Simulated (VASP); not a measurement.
# Al2Ga3N5 (R-3m) in VASP: notebook, part 2 of 2

VASP 6.6.1.

### Step 3. Single point, PBE

This run uses another cell than the first one, of 9.20 Å³/atom.

INCAR reads:

```
  ALGO = Normal
  EDIFF = 1E-6
  ENCUT = 520
  GGA = PE
  ISIF = 2
  ISMEAR = 0
  LASPH = True
  LCHARG = True
  LELF = True
  LREAL = False
  LVHAR = True
  LWAVE = False
  NBANDS = 46
  NELM = 100
  PREC = Accurate
  SIGMA = 0.1
```

KPOINTS reads:

```
k-points
0
Gamma
  6 6 6
```

POSCAR reads:

```
Al2Ga3N5
1.0
    1.4808769354      0.8549846958     12.1093252955
   -1.4808769354      0.8549846958     12.1093252955
    0.0000000000     -1.7099693961     12.1093252952
Al Ga N
2 3 5
Direct
    0.6988808717      0.6988808717      0.6988808717
    0.3011191283      0.3011191283      0.3011191283
    0.0984523461      0.0984523461      0.0984523461
    0.9015476539      0.9015476539      0.9015476539
    0.5000000000      0.5000000000      0.5000000000
    0.3971083222      0.3971083222      0.3971083222
    0.0000000000      0.0000000000      0.0000000000
    0.6028916778      0.6028916778      0.6028916778
    0.2008080752      0.2008080752      0.2008080752
    0.7991919248      0.7991919248      0.7991919248
```

Potentials or basis: VASP PAW PBE potentials, release 64 (Al, Ga_d, N).

On the command line:

```
$ cat potpaw_PBE.64/Al/POTCAR potpaw_PBE.64/Ga_d/POTCAR potpaw_PBE.64/N/POTCAR > POTCAR
$ mpirun -np 1 vasp_std > vasp.out
```

OUTCAR:

```text
EDIFF = 1E-6
   ENCUT = 520
   GGA = PE
   ISIF = 2
   ISMEAR = 0
   LASPH = True
   LREAL = False
   NELM = 100
   PREC = Accurate

 ion  position               nearest neighbor table
   1  0.699  0.699  0.699-   6 2.06   6 2.06   6 2.06   7 2.07   7 2.07   7 2.07   2 2.90   2 2.90
                             2 2.90   3 2.95   3 2.95   3 2.95
   2  0.301  0.301  0.301-   8 2.06   8 2.06   8 2.06   7 2.07   7 2.07   7 2.07   1 2.90   1 2.90
                             1 2.90   4 2.95   4 2.95   4 2.95
   3  0.098  0.098  0.098-  10 2.11  10 2.11  10 2.11   6 2.12   6 2.12   6 2.12   1 2.95   1 2.95
                             1 2.95
   4  0.902  0.902  0.902-   9 2.11   9 2.11   9 2.11   8 2.12   8 2.12   8 2.12   2 2.95   2 2.95
                             2 2.95
   5  0.500  0.500  0.500-   9 2.11   9 2.11  10 2.11  10 2.11   9 2.11  10 2.11
   6  0.397  0.397  0.397-   1 2.06   1 2.06   1 2.06   3 2.12   3 2.12   3 2.12
   7  0.000  0.000  0.000-   1 2.07   1 2.07   2 2.07   2 2.07   1 2.07   2 2.07
   8  0.603  0.603  0.603-   2 2.06   2 2.06   2 2.06   4 2.12   4 2.12   4 2.12
   9  0.201  0.201  0.201-   4 2.11   4 2.11   4 2.11   5 2.11   5 2.11   5 2.11
  10  0.799  0.799  0.799-   3 2.11   3 2.11   3 2.11   5 2.11   5 2.11   5 2.11

  LATTYP: Found a trigonal (rhomboedric) cell.
 ALAT       =    12.2294625573
 COS(alpha) =     0.9706739757

  Lattice vectors:

 A1 = (   1.4808769354,   0.8549846958,  12.1093252955)
 A2 = (  -1.4808769354,   0.8549846958,  12.1093252955)
 A3 = (   0.0000000000,  -1.7099693961,  12.1093252952)

Analysis of symmetry for initial positions (statically):
=====================================================================
 Subroutine PRICEL returns:
 Original cell was already a primitive cell.

 Routine SETGRP: Setting up the symmetry group for a
 trigonal (rhombohedral) supercell.

 Subroutine GETGRP returns: Found 12 space group operations
 (whereof 12 operations were pure point group operations)
 out of a pool of 12 trial point group operations.

The static configuration has the point symmetry D_3d.

Analysis of symmetry for dynamics (positions and initial velocities):
=====================================================================
 Subroutine PRICEL returns:
 Original cell was already a primitive cell.

 Routine SETGRP: Setting up the symmetry group for a
 trigonal (rhombohedral) supercell.

 Subroutine GETGRP returns: Found 12 space group operations
 (whereof 12 operations were pure point group operations)
 out of a pool of 12 trial point group operations.

The dynamic configuration has the point symmetry D_3d.

 Subroutine INISYM returns: Found 12 space group operations
 (whereof 12 operations are pure point group operations),
 and found     1 'primitive' translations

----------------------------------------------------------------------------------------

                                     Primitive cell

  volume of cell :      91.9917

  direct lattice vectors                    reciprocal lattice vectors
     1.480876935  0.854984696 12.109325295     0.337637779  0.194935263  0.027526995
    -1.480876935  0.854984696 12.109325295    -0.337637779  0.194935263  0.027526995
     0.000000000 -1.709969396 12.109325295     0.000000000 -0.389870526  0.027526995

  length of vectors
    12.229462557 12.229462557 12.229462557     0.390841096  0.390841096  0.390841096

[... 50 lines left out ...]

 Following reciprocal coordinates:
            Coordinates               Weight
  0.000000  0.000000  0.000000      1.000000
  0.166667 -0.000000  0.000000      6.000000
  0.333333 -0.000000  0.000000      6.000000
  0.500000 -0.000000  0.000000      3.000000
  0.166667  0.166667  0.000000      6.000000
  0.333333  0.166667  0.000000     12.000000
[... 16 lines left out ...]
  0.500000  0.500000  0.166667      6.000000
 -0.333333  0.500000  0.166667     12.000000
 [... further k-points ...]
   k-points           NKPTS =     32   k-points in BZ     NKDIM =     32   number of bands    NBANDS=     46
   number of dos      NEDOS =    301   number of ions     NIONS =     10
   total plane-waves  NPLWV = 884736
   dimension x,y,z NGX =    96 NGY =   96 NGZ =   96
   dimension x,y,z NGXF=   192 NGYF=  192 NGZF=  192
   ions per type =               2   3   5
   NGX,Y,Z   is equivalent  to a cutoff of  13.05, 13.05, 13.05 a.u.
   NGXF,Y,Z  is equivalent  to a cutoff of  26.10, 26.10, 26.10 a.u.
 SYSTEM =  unknown system
   PREC   = accura    normal or accurate (medium, high low for compatibility)
   ISTART =      0    job   : 0-new  1-cont  2-samecut
   ICHARG =      2    charge: 1-file 2-atom 10-const
   ISPIN  =      1    spin polarized calculation?
   LNONCOLLINEAR =      F non collinear calculations
   LSORBIT =      F    spin-orbit coupling
   LASPH  =      T    aspherical Exc in radial PAW
   ENCUT  =  520.0 eV  38.22 Ry    6.18 a.u.  22.74 22.74 22.74*2*pi/ulx,y,z
   NELM   =    100;   NELMIN=  2; NELMDL= -5     # of ELM steps
   EDIFF  = 0.1E-05   stopping-criterion for ELM
   LREAL  =      F    real-space projection
[... 7 lines left out ...]
   TEBEG  =    0.0;   TEEND  =   0.0 temperature during run
   PSTRESS=    0.0 pullay stress
   NELECT =      70.0000    total number of electrons
   NUPDOWN=      -1.0000    fix difference up-down
   EMIN   =  10.00;   EMAX   =-10.00  energy-range for DOS
   EFERMI =   0.00;   METHOD = LEGACY
   ISMEAR =     0;   SIGMA  =   0.10  broadening in eV -4-tet -1-fermi 0-gaus
   EFERMI_NEDOS =   21; number of points for ismear=-14 and -15
   IALGO  =     38    algorithm
   IMIX   =      4    mixing-type and parameters
     AMIX     =   0.40;   BMIX     =  1.00
     AMIX_MAG =   1.60;   BMIX_MAG =  1.00
  volume/ion in A,a.u.               =       9.20        62.08
  Fermi-wavevector in a.u.,A,eV,Ry     =   1.494599  2.824382 30.393049  2.233826
  Thomas-Fermi vector in A             =   2.606851
   LORBIT       =      0    0 simple, 1 ext, 2 COOP (PROOUT), +10 PAW based schemes
   GGA     = PE    functional components
   LHFCALC =     F    Hartree Fock is set to
   AEXX    =    0.0000 exact exchange contribution
   IVDW    =     0    specifies the selected vdW correction
   LEPSILON=     F    determine dielectric tensor
   LRPA    =     F    only Hartree local field effects (RPA)
 non-spin polarized calculation
 Gauss-broadening in eV      SIGMA  =   0.10
  energy-cutoff  :      520.00
  volume of cell :       91.99
 maximum number of plane-waves:      2529
 NGX is ok and might be reduce to    96
   NGX = 45   NGY = 45   NGZ = 45

 number of electron      70.0000004 magnetization

 Free energy of the ion-electron system (eV)
  ---------------------------------------------------
  ext. energy  EPLUGINS =         0.00000000
  ---------------------------------------------------
  free energy    TOTEN  =       -62.47088006 eV

  energy without entropy =      -62.47088006  energy(sigma->0) =      -62.47088006

 E-fermi :   8.8570     XC(G=0): -12.6544

 val. band max:        8.3488903727   @ k =   0.1667  -0.0000   0.0000
 cond. band min:       9.7832401633   @ k =   0.5000   0.5000   0.0000
 fundamental gap:      1.4343497906
 Fermi energy:         8.8569895860

 k-point     1 :       0.0000    0.0000    0.0000
  band No.  band energies     occupation
      1      -8.8088      2.00000
      2      -8.0573      2.00000
      3      -8.0178      2.00000
      4      -6.3002      2.00000
      5      -6.1933      2.00000
      6      -5.7008      2.00000
[... 1165 lines left out ...]
     45      17.6870      0.00000
     46      17.8713      0.00000

 [... further k-points ...]
[... 5 lines left out ...]
  --------------------------------------------------------------------------------------
  -------------------------------------------------------------------------------------
  Total        0.2163678      0.2163678      0.2364043      0.0000000     -0.0000000     -0.0000000
  in kB        3.7683799      3.7683799      4.1173459      0.0000000     -0.0000000     -0.0000000
  external PRESSURE =       3.8847019 kB  Pullay stress =       0.0000000 kB

 VOLUME and BASIS-vectors are now :
 -----------------------------------------------------------------------------
  energy-cutoff  :      520.00
  volume of cell :       91.99
      direct lattice vectors                 reciprocal lattice vectors
     1.480876935  0.854984696 12.109325295     0.337637779  0.194935263  0.027526995
    -1.480876935  0.854984696 12.109325295    -0.337637779  0.194935263  0.027526995
     0.000000000 -1.709969396 12.109325295     0.000000000 -0.389870526  0.027526995

 POSITION                                       TOTAL-FORCE (eV/Angst)
 -----------------------------------------------------------------------------------
      0.00000     -0.00000     25.38893         0.000000      0.000000     -0.004004
      0.00000     -0.00000     10.93905         0.000000     -0.000000      0.004004
      0.00000     -0.00000      3.57657         0.000000      0.000000     -0.003015
      0.00000     -0.00000     32.75140         0.000000     -0.000000      0.003015
      0.00000     -0.00000     18.16399         0.000000      0.000000      0.000000
      0.00000     -0.00000     14.42614         0.000000      0.000000     -0.046099
      0.00000      0.00000      0.00000         0.000000      0.000000      0.000000
      0.00000     -0.00000     21.90183         0.000000     -0.000000      0.046099
      0.00000     -0.00000      7.29495         0.000000     -0.000000      0.000521
      0.00000     -0.00000     29.03302         0.000000      0.000000     -0.000521
 -----------------------------------------------------------------------------------
    total drift:                                0.000000      0.000000      0.000000

  FREE ENERGIE OF THE ION-ELECTRON SYSTEM (eV)
  ---------------------------------------------------
  free  energy   TOTEN  =       -62.4708800589 eV

  energy  without entropy=      -62.4708800589  energy(sigma->0) =      -62.47088006
```

It took 38 min on 1 thread of Intel Xeon Platinum 8375C at 2.90GHz (Ice Lake), shared host; peak memory 1.5 GiB.

What came out:

```
Free energy            : -62.4709 eV
Pressure               : 0.4 GPa
Largest force          : 0.046 eV/Å
Band gap on the k mesh : 1.43 eV (least direct gap 1.93 eV)
```

Forces on the atoms (eV/Å):
```
Al   0.000  0.000 -0.004
Al   0.000  0.000  0.004
Ga   0.000  0.000 -0.003
Ga   0.000  0.000  0.003
Ga   0.000  0.000  0.000
N    0.000  0.000 -0.046
N    0.000  0.000  0.000
N    0.000  0.000  0.046
N    0.000  0.000  0.001
N    0.000  0.000 -0.001
```

A k mesh can miss the band edges.

### Step 4. Single point, PBE

This run uses another cell than the first one, of 9.20 Å³/atom.

INCAR reads:

```
ALGO = Normal ; EDIFF = 1E-6
ENCUT = 520 ; GGA = PE
ISIF = 2 ; ISMEAR = 0
LASPH = T ; LCHARG = F
LREAL = F ; LWAVE = F
NBANDS = 46 ; NELM = 60
PREC = Accurate ; SIGMA = 0.1
```

KPOINTS is that of step 3.

POSCAR reads:

```
Al2Ga3N5
1.0
   -1.4808454403      2.5648995408      0.0000000000
   -2.9616908806      0.0000000000      0.0000000000
   -1.4808454403      0.8549665136     12.1118572160
Al Ga N
2 3 5
Direct
    0.3011216390      0.3011216390      0.0966350829
    0.6988783610      0.6988783610      0.9033649171
    0.9015540451      0.9015540451      0.2953378647
    0.0984459549      0.0984459549      0.7046621353
    0.5000000000      0.5000000000      0.5000000000
    0.6028907851      0.6028907851      0.1913276448
    1.0000000000      1.0000000000      0.0000000000
    0.3971092149      0.3971092149      0.8086723552
    0.7991887693      0.7991887693      0.6024336921
    0.2008112307      0.2008112307      0.3975663079
```

On the command line:

```
$ cat potpaw_PBE.64/Al/POTCAR potpaw_PBE.64/Ga_d/POTCAR potpaw_PBE.64/N/POTCAR > POTCAR
$ mpirun -np 1 vasp_std > vasp.out
```

Run time: 2 min. Hardware: 1 thread of Intel Xeon Platinum 8375C at 2.90GHz (Ice Lake), shared host; peak memory 0.28 GiB.

The run converged. Its results:

| Quantity | Value |
| --- | --- |
| Free energy | -62.4708 eV |
| Pressure | 0.3 GPa |
| Largest force | 0.050 eV/Å |
| Band gap on the k mesh | 1.43 eV (least direct gap 1.93 eV) |

Forces in eV/Å, atoms in the order of the input:
```
Al   0.000  0.000 -0.002
Al   0.000  0.000  0.002
Ga   0.000  0.000  0.002
Ga   0.000  0.000 -0.002
Ga   0.000  0.000  0.000
N    0.000  0.000 -0.050
N    0.000  0.000  0.000
N    0.000  0.000  0.050
N    0.000  0.000  0.000
N    0.000  0.000  0.000
```

Stress tensor (GPa, compression positive):
```
0.37 0.00 0.00
0.00 0.37 0.00
0.00 0.00 0.29
```

Levels at points of the mesh, in eV from the valence-band top:
```csv
k point,band 33,band 34,band 35,band 36,band 37,band 38
"(0.00, 0.00, 0.00)",-0.16,-0.06,-0.06,2.97,4.95,5.21
"(0.50, 0.00, 0.00)",-1.39,-0.42,-0.38,1.77,3.13,4.99
"(0.50, 0.50, 0.00)",-1.03,-1.00,-0.50,1.43,3.73,4.59
"(0.00, 0.00, 0.50)",-0.23,-0.04,-0.04,3.49,4.36,5.11
```

A k mesh can miss the band edges.

### Step 5. The runs side by side

| cell | gap on the mesh (eV) | pressure (GPa) | largest force (eV/Å) |
| --- | --- | --- | --- |
| a = 13.997 Å, angles 13.9°, 10 atoms, atomic positions A | none | -35.5 | 0.70 |
| a = 12.229 Å, angles 13.9°, 10 atoms, atomic positions B | 1.43 | 0.4 | 0.05 |
| a = 2.962, b = 2.962, c = 12.232 Å, angles 83.0, 83.0, 60.0°, 10 atoms, atomic positions C | 1.43 | 0.3 | 0.05 |

Alike in all rows: task single point; level PBE; potentials or basis VASP PAW PBE potentials, release 64 (Al, Ga_d, N); no spin polarisation; k mesh 6 × 6 × 6; cutoff (eV) 520; smearing gaussian 0.1 eV.

Caveats: the cell stands under tension (at least some runs); semilocal functionals underestimate gaps, and a narrow one can read as zero (at least some runs).

Absolute energies hang on the potentials; compare differences alone.

The gap in the log of VASP goes by the Fermi energy; the results here count the filled bands.